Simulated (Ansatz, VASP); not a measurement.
**NaH8ClO4: VASP beside Ansatz**

```
O H Na Cl
1.0
     5.97396    0.00000    0.00000
     0.00000    5.97396    0.00000
     0.00000    0.00000    5.97396
O H Na Cl
4 8 1 1
Cartesian
  3.3045 2.5237 2.9819
  5.2768 4.7422 2.0162
  1.2288 0.7370 2.1850
  0.6838 2.0678 4.9990
  4.0864 3.0975 3.0556
  3.5107 1.7530 3.5783
  4.7968 5.2264 2.7259
  4.8865 5.0628 1.1680
  1.1558 1.0270 3.1164
  0.6029 -0.0205 2.0932
  0.4048 2.8531 4.5008
  -0.1395 1.5000 5.0912
  2.3200 2.0838 0.7713
  4.2328 0.2071 5.0131
```

Alike in both runs: functional PBE; dispersion D3(BJ); k mesh 1 × 1 × 1; occupations fermi-dirac, width 0.05 eV; no spin polarisation.

Ansatz relaxed the structure, and its values are those at the end. VASP's run is a single point on that final structure, the one shown.

```csv
,VASP,Ansatz
version,VASP 6.6.1,Ansatz 0.2.0
potentials or method,"VASP PAW PBE potentials, release 64 (O, H, Na_pv, Cl), cutoff 520 eV","scalar-relativistic, plane waves, PAW"
valence electrons in the cell,46,48
```

|  | VASP | Ansatz | Ansatz less VASP |
| --- | --- | --- | --- |
| gap on the k mesh at the Fermi level (eV) | 4.15 | 4.15 | -0.004 |
| rms of the force components (eV/Å) | 0.098 | 0.116 | +0.0179 |

VASP's potentials hold 46 valence electrons a cell and Ansatz's 48, so a difference there can come from the potentials and not from the codes. Ansatz's warnings: dispersion switch in reach, xc potential rough in thin density.
